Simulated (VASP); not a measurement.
Li8HF8 (a cell with a defect): single point with PBE

System: Li8HF8 (a cell with a defect).

```
CELL_PARAMETERS angstrom
-4.06818 4.06818 0.00000
0.00000 4.06818 -4.06818
-4.06818 0.00000 -4.06818
ATOMIC_POSITIONS crystal
Li 0.00491 0.99531 0.50511
Li 0.00492 0.49559 0.50512
Li 0.98079 0.99412 0.03196
Li 0.99775 0.50019 0.00284
Li 0.53182 0.99412 0.48094
Li 0.50263 0.50019 0.49797
Li 0.49341 0.00965 0.99360
Li 0.49341 0.50431 0.99360
F 0.25787 0.71157 0.75809
F 0.25785 0.27342 0.75807
F 0.24506 0.75482 0.24627
F 0.25528 0.25410 0.23750
F 0.74607 0.75483 0.74526
F 0.73732 0.25410 0.75546
F 0.74960 0.75009 0.24979
F 0.74960 0.25149 0.24980
H 0.16188 0.08848 0.66200
```

* Program: VASP 6.6.1
* Task: single point
* Functional: PBE
* Potentials or basis: VASP PAW PBE potentials, release 64 (Li_sv, F, H)
* Cutoff: 520 eV
* k mesh: 2 × 2 × 2
* Occupations: gaussian, width 0.02 eV
* Spin: collinear spin
* Starting moments: [0.0, 0.0, 0.0, 0.0, 0.0, 0.0, 0.0, 0.0, 0.0, 0.0, 0.0, 0.0, 0.0, 0.0, 0.0, 0.0, 0.58] μB

```
Largest force                                         : 0.194 eV/Å
Band gap on the k mesh                                : 1.53 eV
Net moment                                            : 1.00 μB per cell
Site moments                                          : Li +0.00, +0.01 (each value once); F +0.09, +0.00, +0.05 (each value once); H +0.35 μB
Valence electrons inside the program's atomic spheres : Li 2.06, 2.07 (each value once); F 6.13, 6.14 (each value once); H 0.49
```

Forces on the atoms (eV/Å):
```
Li   0.012 -0.007  0.007
Li   0.012  0.007 -0.007
Li  -0.013  0.038  0.037
Li  -0.019  0.001  0.000
Li  -0.013 -0.037 -0.038
Li  -0.019  0.001 -0.001
Li  -0.043 -0.001  0.002
Li  -0.043  0.002 -0.002
F   -0.014  0.030 -0.030
F   -0.015 -0.030  0.030
F   -0.027 -0.002  0.000
F    0.021  0.016  0.014
F   -0.027 -0.001  0.002
F    0.021 -0.014 -0.015
F   -0.013  0.002 -0.003
F   -0.016 -0.004  0.003
H    0.194  0.000  0.000
```

Levels at points of the mesh, in eV from the valence-band top:
Spin up:
```csv
k point,band 37,band 38,band 39,band 40,band 41,band 42,band 43,band 44,band 45,band 46
"(0.00, 0.00, 0.00)",-4.33,-4.17,-4.16,-4.12,-0.94,5.10,6.34,6.40,6.41,8.87
"(0.50, 0.00, 0.00)",-4.34,-4.32,-4.25,-4.19,-0.42,5.91,6.84,8.24,8.40,8.52
"(0.00, 0.50, 0.00)",-4.32,-4.29,-4.26,-4.24,-0.10,5.93,6.67,8.22,8.24,8.60
"(0.00, 0.00, 0.50)",-4.34,-4.32,-4.25,-4.19,-0.42,5.91,6.84,8.24,8.40,8.52
"(0.50, 0.50, 0.50)",-4.32,-4.29,-4.26,-4.24,-0.11,5.93,6.67,8.22,8.24,8.60
"(0.50, 0.50, 0.00)",-4.49,-4.40,-4.40,-4.29,0.00,7.01,7.13,7.51,7.66,8.07
"(0.00, 0.50, 0.50)",-4.49,-4.40,-4.40,-4.29,0.00,7.01,7.13,7.51,7.66,8.07
"(0.50, 0.00, 0.50)",-4.50,-4.37,-4.35,-4.30,-0.16,6.93,7.21,7.48,7.64,8.06
```
Spin down:
```tsv
k point	band 36	band 37	band 38	band 39	band 40	band 41	band 42	band 43	band 44	band 45
(0.00, 0.00, 0.00)	-4.31	-4.30	-4.07	-4.06	-3.93	1.53	5.18	6.42	6.43	6.45
(0.50, 0.00, 0.00)	-4.55	-4.32	-4.30	-4.13	-3.98	2.01	5.93	7.00	8.39	8.42
(0.00, 0.50, 0.00)	-4.58	-4.27	-4.26	-4.16	-4.09	2.26	5.95	6.81	8.35	8.37
(0.00, 0.00, 0.50)	-4.55	-4.32	-4.30	-4.13	-3.98	2.01	5.93	7.00	8.39	8.42
(0.50, 0.50, 0.50)	-4.58	-4.27	-4.26	-4.16	-4.09	2.26	5.95	6.81	8.35	8.37
(0.50, 0.50, 0.00)	-4.56	-4.44	-4.31	-4.27	-4.17	2.39	7.04	7.17	7.58	7.70
(0.00, 0.50, 0.50)	-4.56	-4.44	-4.31	-4.27	-4.17	2.39	7.04	7.17	7.58	7.70
(0.50, 0.00, 0.50)	-4.55	-4.45	-4.28	-4.26	-4.09	2.27	6.97	7.23	7.56	7.68
```

Wall time 7.4 min on 1 thread of Intel(R) Xeon(R) Platinum 8259CL CPU @ 2.50GHz (Skylake/Cascade Lake) (shared host), peak memory 0.42 GiB.

Caveat: the k points lie up to 0.67 Å⁻¹ apart.
